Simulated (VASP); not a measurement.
Al2As3:

```xyz
5
Lattice="1.8009 1.0397 8.3479 -1.8009 1.0397 8.3479 0.0000 -2.0795 8.3479" Properties=species:S:1:pos:R:3 pbc="T T T"
Al    0.0000    0.0000   10.0175
Al    0.0000    0.0000   15.0262
As    0.0000    0.0000    0.0000
As    0.0000    0.0000    5.2467
As    0.0000    0.0000   19.7970
```

| Item | Value |
| --- | --- |
| Program | VASP 6.6.1 |
| Task | relaxation of cell and atoms |
| Functional | PBE |
| Potentials or basis | VASP PAW PBE potentials, release 64 (Al, As) |
| Cutoff | 600 eV |
| k mesh | 6 × 6 × 6 |
| Occupations | gaussian, width 0.1 eV |
| Spin | no spin polarisation |

At the start: pressure 3.7 GPa; volume 18.76 Å³/atom.

Q: How do energy, volume and symmetry change on relaxing?

A: Over 14 steps the energy falls by 82.7 meV/atom and the volume is 19.38 Å³/atom (+3.3 %); space group R-3m (No. 166, to 0.1 Å) before and after.

Step by step:
| step | energy change (eV) | largest force (eV/Å) | pressure (GPa) | volume (Å³) |
| --- | --- | --- | --- | --- |
| 1 | 0.0000 | 0.7522 | 3.69 | 93.78 |
| 2 | -0.1169 | 0.3676 | -1.80 | 99.74 |
| 3 | -0.1169 | 0.3748 | -1.68 | 99.58 |
| 4 | -0.1869 | 0.4750 | -0.96 | 98.30 |
| 5 | -0.3569 | 0.3527 | 2.25 | 94.25 |
| 6 | -0.3857 | 0.2041 | 1.29 | 95.39 |
| 7 | -0.3878 | 0.1721 | 0.77 | 96.09 |
| 8 | -0.3886 | 0.1841 | 0.94 | 95.86 |
| 9 | -0.4002 | 0.1594 | 0.21 | 96.73 |
| 10 | -0.4048 | 0.1534 | -0.74 | 97.93 |
| 11 | -0.4102 | 0.1201 | -0.35 | 97.46 |
| 12 | -0.4115 | 0.0905 | -0.05 | 97.11 |
| 13 | -0.4128 | 0.0653 | 0.05 | 97.03 |
| 14 | -0.4137 | 0.0221 | 0.21 | 96.90 |

Final structure:
```
CELL_PARAMETERS angstrom
1.90654 1.10074 7.69556
-1.90654 1.10074 7.69556
0.00000 -2.20148 7.69556
ATOMIC_POSITIONS crystal
Al 0.39630 0.39630 0.39630
Al 0.60370 0.60370 0.60370
As 0.00000 0.00000 0.00000
As 0.20060 0.20060 0.20060
As 0.79940 0.79940 0.79940
```

Caveat: an odd number of electrons without spin polarisation forces a metal; a magnetic or distorted state may lie lower.
